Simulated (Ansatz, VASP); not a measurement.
# Two plane-wave programs on Si

```
Si
1.0
     2.71692    2.71692    0.00000
    -2.71692    2.71692    0.00000
     0.00000    0.00000    5.43383
Si
4
Direct
  0.00000 0.50000 0.25000
  0.00000 0.00000 0.50000
  0.50000 0.00000 0.75000
  0.50000 0.50000 0.00000
```

Alike in both runs: task single point; functional PBEsol; k mesh 10 × 10 × 8; occupations gaussian, width 0.02 eV; no spin polarisation.

```csv
,VASP,Ansatz
version,VASP 6.6.1,Ansatz 0.2.0
potentials or method,"VASP PAW PBE potentials, release 64 (Si), cutoff 520 eV","scalar-relativistic, plane waves, PAW"
valence electrons in the cell,16,16
```

|  | VASP | Ansatz | Ansatz less VASP |
| --- | --- | --- | --- |
| gap on the k mesh at the Fermi level (eV) | 0.46 | 0.47 | +0.005 |
| least direct gap on the mesh (eV) | 0.59 | 0.60 | +0.005 |
| pressure (GPa) | 0.1 | 0.0 | -0.10 |

VASP's potentials were made for PBE, not for PBEsol.
